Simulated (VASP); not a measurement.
Crystal: Rh.

```
Rh
1.0
     0.00000    1.89785    1.89785
     1.89785    0.00000    1.89785
     1.89785    1.89785    0.00000
Rh
1
Cartesian
  0.0000 0.0000 0.0000
```

Base run:

| Quantity | Value |
| --- | --- |
| Program | VASP 6.6.1 |
| Functional | BLYP |
| Potentials or basis | VASP PAW PBE potentials, release 64 (Rh_pv) |
| Cutoff | 520 eV |
| k mesh | 14 × 14 × 14 |
| Occupations | methfessel-paxton, width 0.15 eV |
| Spin | no spin polarisation |

Its results: pressure 22.1 GPa.

Problem. The run is repeated on the same cell with these changes: functional from BLYP to PBEsol. What comes out?

Solution. Pressure -3.6 GPa.

PBEsol binds more tightly than BLYP, so the same cell stands under less pressure.

Caveats: the PAW data sets were made with another functional, which shifts forces and pressure a little.
